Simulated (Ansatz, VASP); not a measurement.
## TaC2: VASP beside Ansatz

```
CELL_PARAMETERS angstrom
4.22334 0.00000 0.00000
0.00000 4.22334 0.00000
0.00000 0.00000 2.76660
ATOMIC_POSITIONS crystal
Ta 0.00000 0.00000 0.50000
C 0.00000 0.50000 0.50000
C 0.50000 0.00000 0.50000
```

Alike in both runs: task relaxation of cell and atoms; functional PBE; k mesh 12 × 12 × 16; occupations gaussian, width 0.1 eV; no spin polarisation.

|  | VASP | Ansatz |
| --- | --- | --- |
| version | VASP 6.6.1 | Ansatz 0.2.0 |
| potentials or method | VASP PAW PBE potentials, release 64 (Ta_pv, C), cutoff 600 eV | scalar-relativistic, plane waves, PAW |
| valence electrons in the cell | 19 | 21 |

Ansatz gave:

| Quantity | Value |
| --- | --- |
| gap on the k mesh at the Fermi level, each at its own relaxed structure (eV) | none |
| relaxed volume (Å³/atom) | 16.44 |
| relaxed cell length with the largest relative difference (Å) | 4.239 |

Problem. Which values does VASP return?

Solution. gap on the k mesh at the Fermi level, each at its own relaxed structure (eV): none; relaxed volume (Å³/atom): 16.46; relaxed cell length with the largest relative difference (Å): 4.241.

A gap of «none» marks a metal or a gap that the smearing closes. VASP's potentials hold 19 valence electrons a cell and Ansatz's 21, so a difference there can come from the potentials and not from the codes.

Neither program's run includes spin-orbit coupling.
